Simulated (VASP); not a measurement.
# CuF (P6_3/mmc) in VASP: notebook

Runs on CuF. Level: r2SCAN. Tasks: single point.

Program: VASP 6.6.1. These are calculated values, not measurements. Logs are shortened: lines on timing, memory, paths and dates and some standing lists are left out, and cuts for length are marked.

### 1 The cell of the first run

Symmetry: P6_3/mmc, No. 194, hexagonal system. Conventional cell: a = 3.437 Å, b = 3.437 Å, c = 4.979 Å, α = 90.00°, β = 90.00°, γ = 120.00°. Cu (site symmetry -6m2) has 5 F at 1.98 to 2.49 Å within 2.6 Å. Within 2.6 Å of F (site symmetry -6m2) lie 5 Cu at 1.98 to 2.49 Å.

### 2 Single point, r2SCAN (volume changed by -6%)

POSCAR

```
CuF
1.0
    3.4370317958      0.0000000000      0.0000000000
   -1.7185158979      2.9765568488      0.0000000000
    0.0000000000      0.0000000000      4.9787659384
Cu F
2 2
Direct
    0.3333333333      0.6666666667      0.2500000000
    0.6666666667      0.3333333333      0.7500000000
    0.6666666667      0.3333333333      0.2500000000
    0.3333333333      0.6666666667      0.7500000000
```

INCAR.step1

```
PREC = Accurate ; ENCUT = 520
ISMEAR = -1 ; SIGMA = 0.02
LREAL = F ; LASPH = T
NELM = 80 ; NBANDS = 26
GGA = PE ; ALGO = Normal
EDIFF = 1E-4 ; LWAVE = T
LCHARG = F
```

INCAR.step2

```
PREC = Accurate ; ENCUT = 520
EDIFF = 1E-6 ; ISMEAR = -1
SIGMA = 0.02 ; LREAL = F
LASPH = T ; NELM = 80
ALGO = Normal ; ISIF = 2
LWAVE = F ; LCHARG = T
METAGGA = R2SCAN ; LMIXTAU = T
LELF = T ; LVHAR = T
NBANDS = 26 ; ISTART = 1
```

KPOINTS

```
Automatic mesh
0
Gamma
  9 9 4
```

Potentials or basis: VASP PAW PBE potentials, release 64 (Cu, F).

The run is started by

```sh
> cat potpaw_PBE.64/Cu/POTCAR potpaw_PBE.64/F/POTCAR > POTCAR
> cp INCAR.step1 INCAR
> mpirun -np 1 vasp_std > vasp.out
> cp INCAR.step2 INCAR
> mpirun -np 1 vasp_std > vasp.out
```

OUTCAR:

```text
PREC = Accurate
   ENCUT = 520
   EDIFF = 1E-6
   ISMEAR = -1
   LREAL = F
   LASPH = T
   NELM = 80
   ISIF = 2
   METAGGA = R2SCAN
   ISTART = 1

 ion  position               nearest neighbor table
   1  0.333  0.667  0.250-   3 1.98   3 1.98   3 1.98
   2  0.667  0.333  0.750-   4 1.98   4 1.98   4 1.98
   3  0.667  0.333  0.250-   1 1.98   1 1.98   1 1.98
   4  0.333  0.667  0.750-   2 1.98   2 1.98   2 1.98

  LATTYP: Found a hexagonal cell.
 ALAT       =     3.4370317958
 C/A-ratio  =     1.4485655747

  Lattice vectors:

 A1 = (   3.4370317958,   0.0000000000,   0.0000000000)
 A2 = (  -1.7185158979,   2.9765568488,   0.0000000000)
 A3 = (   0.0000000000,   0.0000000000,   4.9787659384)

Analysis of symmetry for initial positions (statically):
=====================================================================
 Subroutine PRICEL returns:
 Original cell was already a primitive cell.

 Routine SETGRP: Setting up the symmetry group for a
 hexagonal supercell.

 Subroutine GETGRP returns: Found 24 space group operations
 (whereof 12 operations were pure point group operations)
 out of a pool of 24 trial point group operations.

The static configuration has the point symmetry D_3d.
 The point group associated with its full space group is D_6h.

Analysis of symmetry for dynamics (positions and initial velocities):
=====================================================================
 Subroutine PRICEL returns:
 Original cell was already a primitive cell.

 Routine SETGRP: Setting up the symmetry group for a
 hexagonal supercell.

 Subroutine GETGRP returns: Found 24 space group operations
 (whereof 12 operations were pure point group operations)
 out of a pool of 24 trial point group operations.

The dynamic configuration has the point symmetry D_3d.
 The point group associated with its full space group is D_6h.

 Subroutine INISYM returns: Found 24 space group operations
 (whereof 12 operations are pure point group operations),
 and found     1 'primitive' translations

----------------------------------------------------------------------------------------

                                     Primitive cell

  volume of cell :      50.9354

  direct lattice vectors                    reciprocal lattice vectors
     3.437031796  0.000000000  0.000000000     0.290948720  0.167979322  0.000000000
    -1.718515898  2.976556849  0.000000000     0.000000000  0.335958643  0.000000000
     0.000000000  0.000000000  4.978765938     0.000000000  0.000000000  0.200852985

  length of vectors
     3.437031796  3.437031796  4.978765938     0.335958643  0.335958643  0.200852985

  position of ions in fractional coordinates (direct lattice)
     0.333333333  0.666666667  0.250000000
     0.666666667  0.333333333  0.750000000
     0.666666667  0.333333333  0.250000000
     0.333333333  0.666666667  0.750000000

  ion indices of the primitive-cell ions
   primitive index   ion index
                 1           1
                 2           2
                 3           3
                 4           4

----------------------------------------------------------------------------------------

 KPOINTS: Automatic mesh

Automatic generation of k-mesh.
 Grid dimensions read from file:
 generate k-points for:    9    9    4

 Generating k-lattice:

  Cartesian coordinates                     Fractional coordinates (reciprocal lattice)
     0.032327636  0.018664369  0.000000000     0.111111111 -0.000000000  0.000000000
     0.000000000  0.037328738  0.000000000     0.000000000  0.111111111  0.000000000
     0.000000000  0.000000000  0.050213246     0.000000000  0.000000000  0.250000000

  Length of vectors
     0.037328738  0.037328738  0.050213246

  Shift w.r.t. Gamma in fractional coordinates (k-lattice)
     0.000000000  0.000000000  0.000000000

 Subroutine IBZKPT returns following result:
 ===========================================

 Found     36 irreducible k-points:

 Following reciprocal coordinates:
            Coordinates               Weight
  0.000000  0.000000  0.000000      1.000000
  0.111111 -0.000000  0.000000      6.000000
  0.222222 -0.000000  0.000000      6.000000
  0.333333 -0.000000  0.000000      6.000000
  0.444444 -0.000000  0.000000      6.000000
  0.111111  0.111111  0.000000      6.000000
[... 16 lines left out ...]
  0.333333  0.222222  0.250000     24.000000
  0.333333  0.333333  0.250000      4.000000
 [... further k-points ...]
   k-points           NKPTS =     36   k-points in BZ     NKDIM =     36   number of bands    NBANDS=     26
   number of dos      NEDOS =    301   number of ions     NIONS =      4
   total plane-waves  NPLWV =  31360
   dimension x,y,z NGX =    28 NGY =   28 NGZ =   40
   dimension x,y,z NGXF=    56 NGYF=   56 NGZF=   80
   ions per type =               2   2
   NGX,Y,Z   is equivalent  to a cutoff of  13.54, 13.54, 13.36 a.u.
   NGXF,Y,Z  is equivalent  to a cutoff of  27.09, 27.09, 26.71 a.u.
[... 57 lines left out ...]

 E-fermi :   3.7445     XC(G=0): -10.9028

 val. band max:        3.7413547946   @ k =   0.1111  -0.0000   0.2500
 cond. band min:       3.7537714032   @ k =   0.0000   0.0000   0.0000
 fundamental gap:      0.0124166086
 Fermi energy:         3.7444651324

 k-point     1 :       0.0000    0.0000    0.0000
  band No.  band energies     occupation
      1     -22.9745      2.00000
      2     -22.7206      2.00000
      3      -4.0725      2.00000
      4      -3.8285      2.00000
      5      -3.8285      2.00000
      6      -3.6269      2.00000
[... 18 lines left out ...]
     25      16.7672      0.00000
     26      18.7720      0.00000

 k-point     2 :       0.1111   -0.0000    0.0000
  band No.  band energies     occupation
      1     -22.9550      2.00000
      2     -22.7148      2.00000
      3      -4.0215      2.00000
      4      -3.9078      2.00000
      5      -3.8203      2.00000
      6      -3.7355      2.00000
[... 18 lines left out ...]
     25      17.3417      0.00000
     26      18.8470      0.00000

 k-point     3 :       0.2222   -0.0000    0.0000
  band No.  band energies     occupation
      1     -22.9033      2.00000
      2     -22.7016      2.00000
      3      -4.1422      2.00000
      4      -3.9127      2.00000
      5      -3.8764      2.00000
      6      -3.7893      2.00000
[... 18 lines left out ...]
     25      16.4872      0.00000
     26      18.4758      0.00000

 k-point     4 :       0.3333   -0.0000    0.0000
  band No.  band energies     occupation
      1     -22.8380      2.00000
      2     -22.6931      2.00000
      3      -4.3980      2.00000
      4      -4.0399      2.00000
      5      -3.7440      2.00000
      6      -3.6638      2.00000
[... 18 lines left out ...]
     25      15.3409      0.00000
     26      19.2124      0.00000

 k-point     5 :       0.4444   -0.0000    0.0000
  band No.  band energies     occupation
      1     -22.7870      2.00000
      2     -22.6961      2.00000
      3      -4.5450      2.00000
      4      -4.1044      2.00000
      5      -3.7104      2.00000
      6      -3.4524      2.00000
[... 18 lines left out ...]
     25      15.3263      0.00000
     26      18.9061      0.00000

 k-point     6 :       0.1111    0.1111    0.0000
  band No.  band energies     occupation
      1     -22.9193      2.00000
      2     -22.7052      2.00000
      3      -3.9955      2.00000
      4      -3.9876      2.00000
      5      -3.9233      2.00000
      6      -3.7389      2.00000
[... 427 lines left out ...]
 k-point    21 :       0.4444    0.1111    0.2500
  band No.  band energies     occupation
      1     -22.7586      2.00000
      2     -22.7083      2.00000
      3      -4.5510      2.00000
      4      -4.2764      2.00000
      5      -3.7277      2.00000
      6      -3.3771      2.00000
[... 18 lines left out ...]
     25      15.8729      0.00000
     26      16.2091      0.00000

 k-point    22 :       0.2222    0.2222    0.2500
  band No.  band energies     occupation
      1     -22.7879      2.00000
      2     -22.7081      2.00000
      3      -4.3372      2.00000
      4      -4.3119      2.00000
      5      -3.7736      2.00000
      6      -3.4763      2.00000
[... 18 lines left out ...]
     25      14.9247      0.00000
     26      18.1353      0.00000

 k-point    23 :       0.3333    0.2222    0.2500
  band No.  band energies     occupation
      1     -22.7492      2.00000
      2     -22.7093      2.00000
      3      -4.3809      2.00000
      4      -4.2402      2.00000
      5      -3.8840      2.00000
      6      -3.4809      2.00000
[... 18 lines left out ...]
     25      15.6634      0.00000
     26      17.0704      0.00000

 k-point    24 :       0.3333    0.3333    0.2500
  band No.  band energies     occupation
      1     -22.7230      2.00000
      2     -22.7230      2.00000
      3      -4.2133      2.00000
      4      -4.2133      2.00000
      5      -4.0656      2.00000
      6      -3.5332      2.00000
[... 18 lines left out ...]
     25      16.5235      0.00000
     26      17.4847      0.00000

 [... further k-points ...]
[... 5 lines left out ...]
  --------------------------------------------------------------------------------------
  -------------------------------------------------------------------------------------
  Total        2.3574597      2.3574597      0.9750767      0.0000000      0.0000000      0.0000000
  in kB       74.1541441     74.1541441     30.6711406      0.0000000      0.0000000      0.0000000
  external PRESSURE =      59.6598096 kB  Pullay stress =       0.0000000 kB

 VOLUME and BASIS-vectors are now :
 -----------------------------------------------------------------------------
  energy-cutoff  :      520.00
  volume of cell :       50.94
      direct lattice vectors                 reciprocal lattice vectors
     3.437031796  0.000000000  0.000000000     0.290948720  0.167979322  0.000000000
    -1.718515898  2.976556849  0.000000000     0.000000000  0.335958643  0.000000000
     0.000000000  0.000000000  4.978765938     0.000000000  0.000000000  0.200852985

 POSITION                                       TOTAL-FORCE (eV/Angst)
 -----------------------------------------------------------------------------------
     -0.00000      1.98437      1.24469        -0.000000     -0.000000      0.000000
      1.71852      0.99219      3.73407         0.000000      0.000000      0.000000
      1.71852      0.99219      1.24469         0.000000     -0.000000      0.000000
     -0.00000      1.98437      3.73407         0.000000      0.000000      0.000000
 -----------------------------------------------------------------------------------
    total drift:                               -0.000000      0.000000     -0.000000

  FREE ENERGIE OF THE ION-ELECTRON SYSTEM (eV)
  ---------------------------------------------------
  free  energy   TOTEN  =       -31.5578070548 eV

  energy  without entropy=      -31.5540008641  energy(sigma->0) =      -31.55590396
```

It took 1.9 min on 1 thread of Intel Xeon Platinum 8559C (Emerald Rapids), shared host; peak memory 0.2 GiB.

Results:

```yaml
Free_energy: -31.5578 eV
Pressure: 6.0 GPa
Band_gap_on_the_k_mesh: zero (band 18 reaches 3.78 eV, above the bottom of band 19 at 3.71 eV)
```

Stress tensor (GPa, compression positive):
```
7.42 0.00 0.00
0.00 7.42 0.00
0.00 0.00 3.07
```

Levels at points of the mesh, in eV from the Fermi level:
```tsv
k point	band 14	band 15	band 16	band 17	band 18	band 19	band 20	band 21	band 22	band 23
(0.00, 0.00, 0.00)	-0.95	-0.79	0.01	0.01	0.03	0.03	4.28	5.55	12.12	12.12
(0.00, 0.00, 0.50)	-0.88	0.02	0.02	0.02	0.02	0.82	0.82	10.20	10.20	12.19
```

Caveat: the cell differs from its parent crystal (volume changed by -6%); the PAW data sets were made with another functional, which shifts forces and pressure a little; semilocal functionals often make such compounds metallic where correlation or magnetic order opens a gap, which also shifts bond lengths.

### 3 Single point, r2SCAN (volume changed by -3%)

POSCAR

```
CuF
1.0
    3.4732137368      0.0000000000      0.0000000000
   -1.7366068684      3.0078913288      0.0000000000
    0.0000000000      0.0000000000      5.0311778525
Cu F
2 2
Direct
    0.3333333333      0.6666666667      0.2500000000
    0.6666666667      0.3333333333      0.7500000000
    0.6666666667      0.3333333333      0.2500000000
    0.3333333333      0.6666666667      0.7500000000
```

INCAR.step1

```
PREC     = Accurate       # precision mode
ENCUT    = 520            # plane-wave cutoff, eV
ISMEAR   = -1             # smearing method
SIGMA    = 0.02           # smearing width, eV
LREAL    = F              # projectors in reciprocal space
LASPH    = T              # aspherical terms in the spheres
NELM     = 100            # most SCF steps
NBANDS   = 26             # bands
GGA      = PE             # functional
ALGO     = Normal         # electronic algorithm
EDIFF    = 1E-4           # SCF threshold, eV
LWAVE    = T              # write WAVECAR
LCHARG   = F              # write CHGCAR
```

INCAR.step2

```
PREC     = Accurate       # precision mode
ENCUT    = 520            # plane-wave cutoff, eV
EDIFF    = 1E-6           # SCF threshold, eV
ISMEAR   = -1             # smearing method
SIGMA    = 0.02           # smearing width, eV
LREAL    = F              # projectors in reciprocal space
LASPH    = T              # aspherical terms in the spheres
NELM     = 100            # most SCF steps
ALGO     = Normal         # electronic algorithm
ISIF     = 2              # what is computed and relaxed
LWAVE    = F              # write WAVECAR
LCHARG   = F              # write CHGCAR
METAGGA  = R2SCAN         # meta-GGA
LMIXTAU  = T            
NBANDS   = 26             # bands
ISTART   = 1
```

KPOINTS is that of step 2.

Potentials or basis: VASP PAW PBE potentials, release 64 (Cu, F).

The run is started by

```sh
> cat potpaw_PBE.64/Cu/POTCAR potpaw_PBE.64/F/POTCAR > POTCAR
> cp INCAR.step1 INCAR
> mpirun -np 1 vasp_std > vasp.out
> cp INCAR.step2 INCAR
> mpirun -np 1 vasp_std > vasp.out
```

Run time: 1.9 min. Hardware: 1 thread of Intel Xeon Platinum 8559C (Emerald Rapids), shared host; peak memory 0.19 GiB.

The run converged. Its results:

- Free energy: -31.6053 eV
- Pressure: 2.8 GPa
- Band gap on the k mesh: zero (band 18 reaches 3.45 eV, above the bottom of band 19 at 3.39 eV)

Stress tensor (GPa, compression positive):
```
3.61 0.00 0.00
0.00 3.61 0.00
0.00 0.00 1.21
```

Levels at points of the mesh, in eV from the Fermi level:
```tsv
k point	band 14	band 15	band 16	band 17	band 18	band 19	band 20	band 21	band 22	band 23
(0.00, 0.00, 0.00)	-0.91	-0.76	0.01	0.01	0.03	0.03	4.18	5.49	11.97	11.97
(0.00, 0.00, 0.50)	-0.84	0.02	0.02	0.02	0.02	0.81	0.81	10.04	10.04	12.04
```

Caveat: the cell differs from its parent crystal (volume changed by -3%); the PAW data sets were made with another functional, which shifts forces and pressure a little; semilocal functionals often make such compounds metallic where correlation or magnetic order opens a gap, which also shifts bond lengths.

### 4 Single point, r2SCAN

This run uses another cell than the first one, of 13.55 Å³/atom, 1.064 times its volume.

POSCAR

```
CuF
1.0
    3.5086571413      0.0000000000      0.0000000000
   -1.7543285706      3.0385862175      0.0000000000
    0.0000000000      0.0000000000      5.0825199480
Cu F
2 2
Direct
    0.3333333333      0.6666666667      0.2500000000
    0.6666666667      0.3333333333      0.7500000000
    0.6666666667      0.3333333333      0.2500000000
    0.3333333333      0.6666666667      0.7500000000
```

INCAR.step1

```
SYSTEM = CuF
PREC = Accurate
ENCUT = 520
ISMEAR = -1
SIGMA = 0.02
LREAL = .FALSE.
LASPH = .TRUE.
NELM = 60
NBANDS = 26
GGA = PE
ALGO = Normal
EDIFF = 1E-4
LWAVE = .TRUE.
LCHARG = .FALSE.
```

INCAR.step2

```
SYSTEM = CuF
PREC = Accurate
ENCUT = 520
EDIFF = 1E-6
ISMEAR = -1
SIGMA = 0.02
LREAL = .FALSE.
LASPH = .TRUE.
NELM = 60
ALGO = Normal
ISIF = 2
LWAVE = .FALSE.
LCHARG = .FALSE.
METAGGA = R2SCAN
LMIXTAU = .TRUE.
NBANDS = 26
ISTART = 1
```

KPOINTS

```
regular mesh
0
G
  9 9 4
  0 0 0
```

The run is started by

```sh
> cat potpaw_PBE.64/Cu/POTCAR potpaw_PBE.64/F/POTCAR > POTCAR
> cp INCAR.step1 INCAR
> mpirun -np 1 vasp_std > vasp.out
> cp INCAR.step2 INCAR
> mpirun -np 1 vasp_std > vasp.out
```

It took 1.9 min on 1 thread of Intel Xeon Platinum 8559C (Emerald Rapids), shared host; peak memory 0.19 GiB.

Results (log left out):

```yaml
Free_energy: -31.6234 eV
Pressure: 0.2 GPa
Band_gap_on_the_k_mesh: zero (band 18 reaches 3.15 eV, above the bottom of band 19 at 3.09 eV)
```

Stress tensor (GPa, compression positive):
```
 0.41  0.00  0.00
 0.00  0.41  0.00
 0.00  0.00 -0.33
```

Levels at points of the mesh, in eV from the Fermi level:
| k point | band 15 | band 16 | band 17 | band 18 | band 19 | band 20 | band 21 | band 22 |
| --- | --- | --- | --- | --- | --- | --- | --- | --- |
| (0.00, 0.00, 0.00) | -0.73 | 0.00 | 0.00 | 0.02 | 0.03 | 4.08 | 5.43 | 11.83 |
| (0.00, 0.00, 0.50) | 0.01 | 0.01 | 0.01 | 0.01 | 0.79 | 0.79 | 9.89 | 9.89 |

Caveat: the PAW data sets were made with another functional, which shifts forces and pressure a little; semilocal functionals often make such compounds metallic where correlation or magnetic order opens a gap, which also shifts bond lengths. With open d or f shells a metallic result of r2SCAN can be an artefact of self-interaction; +U or a hybrid may open a gap.

### 5 Single point, r2SCAN (volume changed by +3%)

POSCAR

```
CuF
1.0
    3.5433985803      0.0000000000      0.0000000000
   -1.7716992901      3.0686731862      0.0000000000
    0.0000000000      0.0000000000      5.1328452006
Cu F
2 2
Direct
    0.3333333333      0.6666666667      0.2500000000
    0.6666666667      0.3333333333      0.7500000000
    0.6666666667      0.3333333333      0.2500000000
    0.3333333333      0.6666666667      0.7500000000
```

INCAR.step1

```
SYSTEM = CuF
PREC = Accurate
ENCUT = 520
ISMEAR = -1
SIGMA = 0.02
LREAL = .False.
LASPH = .True.
NELM = 80
NBANDS = 26
GGA = PE
ALGO = Normal
EDIFF = 1E-4
LWAVE = .True.
LCHARG = .False.
```

INCAR.step2

```
SYSTEM = CuF
PREC = Accurate
ENCUT = 520
EDIFF = 1E-6
ISMEAR = -1
SIGMA = 0.02
LREAL = .False.
LASPH = .True.
NELM = 80
ALGO = Normal
ISIF = 2
LWAVE = .False.
LCHARG = .False.
METAGGA = R2SCAN
LMIXTAU = .True.
NBANDS = 26
ISTART = 1
```

KPOINTS

```
regular mesh
0
Gamma
  9 9 4
  0 0 0
```

The run is started by

```sh
> cat potpaw_PBE.64/Cu/POTCAR potpaw_PBE.64/F/POTCAR > POTCAR
> cp INCAR.step1 INCAR
> mpirun -np 1 vasp_std > vasp.out
> cp INCAR.step2 INCAR
> mpirun -np 1 vasp_std > vasp.out
```

Wall time 2 min (1 thread of Intel Xeon Platinum 8559C (Emerald Rapids), shared host); peak memory 0.2 GiB.

Results (log left out):

```
Free energy            : -31.6168 eV
Pressure               : -2.0 GPa
Band gap on the k mesh : zero (band 18 reaches 2.86 eV, above the bottom of band 19 at 2.81 eV)
```

Stress tensor (GPa, compression positive):
```
-2.19  0.00  0.00
 0.00 -2.19  0.00
 0.00  0.00 -1.49
```

Levels at points of the mesh, in eV from the Fermi level:
```tsv
k point	band 16	band 17	band 18	band 19	band 20	band 21
(0.00, 0.00, 0.00)	0.00	0.00	0.02	0.02	3.99	5.38
(0.00, 0.00, 0.50)	0.01	0.01	0.01	0.78	0.78	9.74
```

Caveat: the cell differs from its parent crystal (volume changed by +3%); the PAW data sets were made with another functional, which shifts forces and pressure a little; semilocal functionals often make such compounds metallic where correlation or magnetic order opens a gap, which also shifts bond lengths.

### 6 The runs side by side

| cell | gap on the mesh (eV) | pressure (GPa) |
| --- | --- | --- |
| a = 3.437, b = 3.437, c = 4.979 Å, angles 90.0, 90.0, 120.0°, 4 atoms | none | 6.0 |
| a = 3.473, b = 3.473, c = 5.031 Å, angles 90.0, 90.0, 120.0°, 4 atoms | none | 2.8 |
| a = 3.509, b = 3.509, c = 5.083 Å, angles 90.0, 90.0, 120.0°, 4 atoms | none | 0.2 |
| a = 3.543, b = 3.543, c = 5.133 Å, angles 90.0, 90.0, 120.0°, 4 atoms | none | -2.0 |

Alike in all rows: task single point; level r2SCAN; potentials or basis VASP PAW PBE potentials, release 64 (Cu, F); no spin polarisation; k mesh 9 × 9 × 4; cutoff (eV) 520; smearing fermi-dirac 0.02 eV.

Caveats: the PAW data sets were made with another functional, which shifts forces and pressure a little; semilocal functionals often make such compounds metallic where correlation or magnetic order opens a gap, which also shifts bond lengths.

Absolute energies hang on the potentials; compare differences alone.
